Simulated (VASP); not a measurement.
# ZnO (P6/mmm) in VASP: further runs, part 2 of 2

VASP 6.6.1. Earlier steps stand in the parts before.

## Step 3: Relaxation of cell and atoms, PBE

This run uses another cell than the first one, of 12.12 Å³/atom, 0.332 times its volume.

Input file INCAR:

```
SYSTEM = ZnO
PREC = Accurate
ENCUT = 910
EDIFF = 1E-7
ISMEAR = 0
SIGMA = 0.1
LREAL = .False.
LASPH = .True.
NELM = 120
ALGO = Normal
ISIF = 3
LWAVE = .False.
LCHARG = .False.
GGA = PE
IBRION = 2
NSW = 90
EDIFFG = -0.04
GGA_COMPAT = .False.
NELMIN = 4
```

Input file KPOINTS:

```
Automatic mesh
0
Gamma
  6 6 6
  0 0 0
```

Input file POSCAR:

```
ZnO
1.0
    2.8490538000      0.0000000000      0.0000000000
   -1.4245269000      2.4673529700      0.0000000000
    0.0000000000      0.0000000000      3.4493416100
Zn O
1 1
Direct
    0.0000000000      0.0000000000      0.0000000000
    0.0000000000      0.0000000000      0.5000000000
```

Potentials or basis: VASP PAW PBE potentials, release 64 (Zn, O_h).

Launch:

```sh
cat potpaw_PBE.64/Zn/POTCAR potpaw_PBE.64/O_h/POTCAR > POTCAR
mpirun -np 1 vasp_std > vasp.out
```

OUTCAR:

```text
SYSTEM = ZnO
   PREC = Accurate
   ENCUT = 910
   EDIFF = 1E-7
   ISMEAR = 0
   LREAL = .False.
   LASPH = .True.
   NELM = 120
   ISIF = 3
   GGA = PE
   IBRION = 2
   NSW = 90
   EDIFFG = -0.04
   NELMIN = 4

 ion  position               nearest neighbor table
   1  0.000  0.000  0.000-   2 1.72   2 1.72
   2  0.000  0.000  0.500-   1 1.72   1 1.72

  LATTYP: Found a hexagonal cell.
 ALAT       =     2.8490538000
 C/A-ratio  =     1.2106972532

  Lattice vectors:

 A1 = (   2.8490538000,   0.0000000000,   0.0000000000)
 A2 = (  -1.4245269000,   2.4673529700,   0.0000000000)
 A3 = (   0.0000000000,   0.0000000000,   3.4493416100)

Analysis of symmetry for initial positions (statically):
=====================================================================
 Subroutine PRICEL returns:
 Original cell was already a primitive cell.

 Routine SETGRP: Setting up the symmetry group for a
 hexagonal supercell.

 Subroutine GETGRP returns: Found 24 space group operations
 (whereof 24 operations were pure point group operations)
 out of a pool of 24 trial point group operations.

The static configuration has the point symmetry D_6h.

Analysis of symmetry for dynamics (positions and initial velocities):
=====================================================================
 Subroutine PRICEL returns:
 Original cell was already a primitive cell.

[... 150 lines left out ...]

 Free energy of the ion-electron system (eV)
  ---------------------------------------------------
  ext. energy  EPLUGINS =         0.00000000
  ---------------------------------------------------
  free energy    TOTEN  =        -6.64996832 eV

  energy without entropy =       -6.64700943  energy(sigma->0) =       -6.64848887

 E-fermi :   2.0870     XC(G=0): -10.9710

 val. band max:        2.0328114102   @ k =   0.0000   0.0000   0.3333
 cond. band min:       2.1074641555   @ k =   0.1667   0.0000   0.5000
 fundamental gap:      0.0746527454
 Fermi energy:         2.0869611655

 k-point     1 :       0.0000    0.0000    0.0000
  band No.  band energies     occupation
      1     -16.7254      2.00000
      2      -5.7270      2.00000
      3      -5.2303      2.00000
      4      -5.2303      2.00000
      5      -4.7850      2.00000
      6      -4.7850      2.00000
      7      -2.9580      2.00000
      8       0.7594      2.00000
      9       1.4306      2.00000
     10       1.4306      2.00000
     11      14.6944      0.00000
     12      15.4906      0.00000
     13      21.0238      0.00000
[... 511 lines left out ...]
--------------------------------------- Ionic step        5  -------------------------------------------

 number of electron      17.9999997 magnetization

 Free energy of the ion-electron system (eV)
  ---------------------------------------------------
  ext. energy  EPLUGINS =         0.00000000
  ---------------------------------------------------
  free energy    TOTEN  =        -7.11827775 eV

  energy without entropy =       -7.11730604  energy(sigma->0) =       -7.11779190

 E-fermi :   0.0074     XC(G=0):  -9.3562

 val. band max:       -0.0302294004   @ k =   0.0000   0.0000   0.5000
 cond. band min:       0.5346648747   @ k =   0.1667   0.0000   0.0000
 fundamental gap:      0.5648942751
 Fermi energy:         0.0073795189

 k-point     1 :       0.0000    0.0000    0.0000
  band No.  band energies     occupation
      1     -17.9780      2.00000
      2      -6.4976      2.00000
      3      -6.4976      2.00000
      4      -6.4012      2.00000
      5      -6.2569      2.00000
      6      -6.2569      2.00000
      7      -4.1746      2.00000
      8      -1.0726      2.00000
      9      -1.0726      2.00000
     10      -0.3075      1.99999
     11      11.9904      0.00000
     12      13.0996      0.00000
     13      14.5869      0.00000
[... 397 lines left out ...]
  FREE ENERGIE OF THE ION-ELECTRON SYSTEM (eV)
  ---------------------------------------------------
  free  energy   TOTEN  =        -7.1182777487 eV

  energy  without entropy=       -7.1173060416  energy(sigma->0) =       -7.11779190

 reached required accuracy - stopping structural energy minimisation
```

OSZICAR:

```text
N       E                     dE             d eps       ncg     rms          rms(c)
DAV:   1     0.148515831191E+03    0.14852E+03   -0.13605E+04   728   0.290E+03
DAV:   2     0.896686719188E+01   -0.13955E+03   -0.13093E+03   867   0.440E+02
DAV:   3    -0.907345199645E+01   -0.18040E+02   -0.17550E+02   763   0.135E+02
[... 54 lines left out ...]
DAV:   4    -0.711827562590E+01    0.25167E-03   -0.30151E-04   788   0.241E-01    0.205E-02
DAV:   5    -0.711827477631E+01    0.84958E-06   -0.16587E-05   788   0.695E-02    0.125E-02
DAV:   6    -0.711827807805E+01   -0.33017E-05   -0.26875E-06   931   0.272E-02    0.230E-03
DAV:   7    -0.711827769198E+01    0.38608E-06   -0.50951E-07   738   0.125E-02    0.838E-04
DAV:   8    -0.711827774865E+01   -0.56674E-07   -0.34269E-08   364   0.553E-03
   5 F= -.71182777E+01 E0= -.71177919E+01  d E =-.176812E+00
```

It took 31 s on 1 thread of Intel Xeon 6975P-C (Granite Rapids), shared host; peak memory 0.18 GiB.

Results:

```
Free energy                            : -7.1183 eV
Relaxed volume                         : 16.06 Å³/atom
Relaxed cell                           : a = 3.274 Å, b = 3.274 Å, c = 3.460 Å, α = 90.00°, β = 90.00°, γ = 120.00°
Space group after relaxing (to 0.05 Å) : P6/mmm (No. 191)
Energy gained by relaxing              : 234.2 meV/atom
Ionic steps                            : 5
Pressure after relaxing                : -0.1 GPa
Band gap on the k mesh                 : zero (band 9 reaches -0.03 eV, above the bottom of band 10 at -0.31 eV)
```

Step by step:
```csv
step,energy change (eV),largest force (eV/Å),pressure (GPa),volume (Å³)
1,0.0000,0.0000,18.31,24.25
2,-0.2912,0.0000,-3.11,29.43
3,-0.2915,0.0000,-4.20,29.83
4,-0.4677,0.0000,-0.36,32.00
5,-0.4683,0.0000,-0.08,32.12
```

Final structure:
```cif
data_structure
_symmetry_space_group_name_H-M 'P 1'
_symmetry_Int_Tables_number 1
_cell_length_a 3.2740
_cell_length_b 3.2740
_cell_length_c 3.4600
_cell_angle_alpha 90.000
_cell_angle_beta 90.000
_cell_angle_gamma 120.000
_cell_volume 32.12
loop_
_atom_site_label
_atom_site_type_symbol
_atom_site_fract_x
_atom_site_fract_y
_atom_site_fract_z
_atom_site_occupancy
Zn1 Zn 0.00000 0.00000 0.00000 1
O1 O 0.00000 0.00000 0.50000 1
```

Levels at points of the mesh, in eV from the Fermi level:
```tsv
k point	band 6	band 7	band 8	band 9	band 10	band 11	band 12	band 13
(0.00, 0.00, 0.00)	-6.26	-4.18	-1.08	-1.08	-0.31	11.98	13.09	14.58
(0.50, 0.00, 0.00)	-5.56	-3.87	-3.51	-1.49	3.63	4.45	11.09	11.67
(0.00, 0.00, 0.50)	-6.49	-5.42	-0.04	-0.04	4.88	6.95	12.46	12.46
(0.50, 0.00, 0.50)	-6.29	-3.21	-1.30	-0.29	2.01	7.64	9.35	11.15
```

Caveat: the k points lie up to 0.37 Å⁻¹ apart in the final cell; the cutoff is under 1.25 times the usual one of these potentials, so pressure, stress and relaxed cells hold a basis-set (Pulay) error; the volume moved by over 15 % at a fixed basis, so the end points are rough.

## Step 4: Relaxation of cell and atoms, PBE

This run uses another cell than the first one, of 28.16 Å³/atom, 0.772 times its volume.

Input file INCAR:

```
SYSTEM = ZnO
PREC = Accurate ; ENCUT = 910
EDIFF = 1E-7 ; ISMEAR = 0
SIGMA = 0.02 ; LREAL = .False.
LASPH = .True. ; NELM = 120
ALGO = Normal ; ISIF = 3
LWAVE = .False. ; LCHARG = .False.
GGA = PE ; IBRION = 2
NSW = 100 ; EDIFFG = -0.01
GGA_COMPAT = .False. ; NELMIN = 4
```

Input file KPOINTS:

```
regular mesh
0
Gamma
  6 6 8
  0 0 0
```

Input file POSCAR:

```
ZnO
1.0
    4.3379794093      0.0000000000      0.0000000000
   -2.1689897046      3.7568003695      0.0000000000
    0.0000000000      0.0000000000      3.4556933879
Zn O
1 1
Direct
    0.0000000000      0.0000000000      0.0000000000
    0.0000000000      0.0000000000      0.5000000000
```

Launch:

```sh
cat potpaw_PBE.64/Zn/POTCAR potpaw_PBE.64/O_h/POTCAR > POTCAR
mpirun -np 1 vasp_std > vasp.out
```

Wall time 2.8 min (1 thread of AMD EPYC 9R45 (Zen 5), shared host); peak memory 0.29 GiB.

The run converged. Its results:

```yaml
Free_energy: -7.4945 eV
Relaxed_volume: 28.77 Å³/atom
Relaxed_cell: a = 4.376 Å, b = 4.376 Å, c = 3.469 Å, α = 90.00°, β = 90.00°, γ = 120.00°
Space_group_after_relaxing_to_0.05_Å: P6/mmm (No. 191)
Energy_gained_by_relaxing: 0.9 meV/atom
Ionic_steps: 7
Pressure_after_relaxing: 0.0 GPa
Band_gap_on_the_k_mesh: 1.38 eV, indirect (least direct gap 2.75 eV)
```

Step by step:
```csv
step,energy change (eV),largest force (eV/Å),pressure (GPa),volume (Å³)
1,0.0000,0.0000,0.69,56.32
2,0.0089,0.0000,-1.57,57.30
3,-0.0013,0.0000,0.06,56.57
4,-0.0013,0.0000,0.08,56.57
5,-0.0013,0.0000,0.07,56.66
6,-0.0015,0.0000,0.06,56.96
7,-0.0017,0.0000,0.03,57.54
```

Final structure:
```
Zn O
1.0
     4.37635    0.00000    0.00000
    -2.18817    3.79003    0.00000
     0.00000    0.00000    3.46916
Zn O
1 1
Direct
  0.00000 0.00000 0.00000
  0.00000 0.00000 0.50000
```

Levels at points of the mesh, in eV from the valence-band top:
| k point | band 5 | band 6 | band 7 | band 8 | band 9 | band 10 | band 11 | band 12 | band 13 |
| --- | --- | --- | --- | --- | --- | --- | --- | --- | --- |
| (0.00, 0.00, 0.00) | -5.52 | -5.06 | -3.33 | -1.37 | -1.37 | 1.38 | 9.69 | 9.83 | 9.83 |
| (0.50, 0.00, 0.00) | -5.53 | -4.94 | -3.31 | -1.96 | -1.49 | 3.24 | 5.01 | 8.44 | 8.64 |
| (0.00, 0.00, 0.50) | -5.63 | -5.63 | -3.27 | 0.00 | 0.00 | 5.59 | 6.75 | 8.11 | 8.11 |
| (0.50, 0.00, 0.50) | -5.64 | -5.61 | -2.90 | -0.25 | -0.05 | 4.36 | 7.16 | 7.41 | 9.61 |

Caveat: the cutoff is under 1.25 times the usual one of these potentials, so pressure, stress and relaxed cells hold a basis-set (Pulay) error. A k mesh can miss the band edges.

## Step 5: The runs side by side

| potentials or basis | cell | k mesh | cutoff (eV) | smearing | second run | gap on the mesh (eV) | pressure (GPa) | relaxed volume (Å³/atom) |
| --- | --- | --- | --- | --- | --- | --- | --- | --- |
| VASP PAW PBE potentials, release 64 (Zn, O) | relaxed from a = 4.934, b = 4.934, c = 3.459 Å, angles 90.0, 90.0, 120.0°, 2 atoms | 6 × 6 × 8 | 600 | gaussian 0.02 eV | - | 1.77 | 0.0 | 36.59 |
| VASP PAW PBE potentials, release 64 (Zn, O_h) | relaxed from a = 2.849, b = 2.849, c = 3.449 Å, angles 90.0, 90.0, 120.0°, 2 atoms | 6 × 6 × 6 | 910 | gaussian 0.1 eV | hard_potentials | none | -0.1 | 16.06 |
| VASP PAW PBE potentials, release 64 (Zn, O_h) | relaxed from a = 4.338, b = 4.338, c = 3.456 Å, angles 90.0, 90.0, 120.0°, 2 atoms | 6 × 6 × 8 | 910 | gaussian 0.02 eV | hard_potentials | 1.38 | 0.0 | 28.77 |

Alike in all rows: task relaxation of cell and atoms; level PBE; no spin polarisation.

Caveats: some runs use coarse meshes; the cutoff is under 1.25 times the usual one of these potentials, so pressure, stress and relaxed cells hold a basis-set (Pulay) error (some runs); the volume moved by over 15 % at a fixed basis, so the end points are rough (some runs).

Absolute energies hang on the potentials; compare differences alone.
